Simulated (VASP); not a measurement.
CoSi, 8 atoms in the cell. Symmetry: P2_13, No. 198, cubic system. The conventional cell has a = 4.475 Å, b = 4.475 Å, c = 4.475 Å, α = 90.00°, β = 90.00°, γ = 90.00°. Co (site symmetry 3) has 7 Si at 2.34 to 2.46 Å and 6 Co at 2.75 Å within 3.1 Å. Within 3.1 Å of Si (site symmetry 3) lie 7 Co at 2.34 to 2.46 Å and 6 Si at 2.77 Å.  This cell differs from its parent crystal: volume changed by +3%.

- Program: VASP 6.6.1
- Task: single point
- Functional: PBE
- Potentials or basis: VASP PAW PBE potentials, release 64 (Co, Si)
- Cutoff: 520 eV
- k mesh: 6 × 6 × 6
- Occupations: fermi-dirac, width 0.02 eV
- Spin: no spin polarisation
- Dipole correction: no
- Further INCAR settings: ALGO = Normal; EDIFF = 1e-06; NBANDS = 36

Potentials or basis: VASP PAW PBE potentials, release 64 (Co, Si).

Command:

```sh
$ cat potpaw_PBE.64/Co/POTCAR potpaw_PBE.64/Si/POTCAR > POTCAR
$ mpirun -np 1 vasp_std > vasp.out
```

Hardware: 1 thread of AMD EPYC 9R45 96-Core Processor (Zen 5) (shared host).

Q: How long does it take, and how much memory?

A: Run time: 57 s on 1 thread of AMD EPYC 9R45 96-Core Processor (Zen 5) (shared host), peak memory 0.2 GiB. Counts: scf iterations 15, k points 24.
